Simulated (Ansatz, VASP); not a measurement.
## Be: VASP beside Ansatz

```
Be
1.0
     3.79901    2.19336    0.99392
    -3.79901    2.19336    0.99392
     0.00000   -4.38671    0.99392
Be
6
Direct
  0.58450 0.35100 0.24650
  0.24650 0.58450 0.35100
  0.35100 0.24650 0.58450
  0.41550 0.64900 0.75350
  0.75350 0.41550 0.64900
  0.64900 0.75350 0.41550
```

Alike in both runs: task relaxation of cell and atoms; functional PBE; k mesh 6 × 6 × 6; occupations gaussian, width 0.1 eV; no spin polarisation.

|  | VASP | Ansatz |
| --- | --- | --- |
| version | VASP 6.6.1 | Ansatz 0.2.0 |
| potentials or method | VASP PAW PBE potentials, release 64 (Be), cutoff 600 eV | scalar-relativistic, plane waves, PAW |
| valence electrons in the cell | 12 | 12 |

|  | VASP | Ansatz | Ansatz less VASP |
| --- | --- | --- | --- |
| gap on the k mesh at the Fermi level, each at its own relaxed structure (eV) | none | none | - |
| relaxed volume (Å³/atom) | 8.78 | 8.72 | -0.061 |
| relaxed cell length with the largest relative difference (Å) | 5.365 | 5.348 | -0.0166 |

A gap of «none» marks a metal or a gap that the smearing closes.

The k mesh is coarse, so the values compare programs but aren't converged.
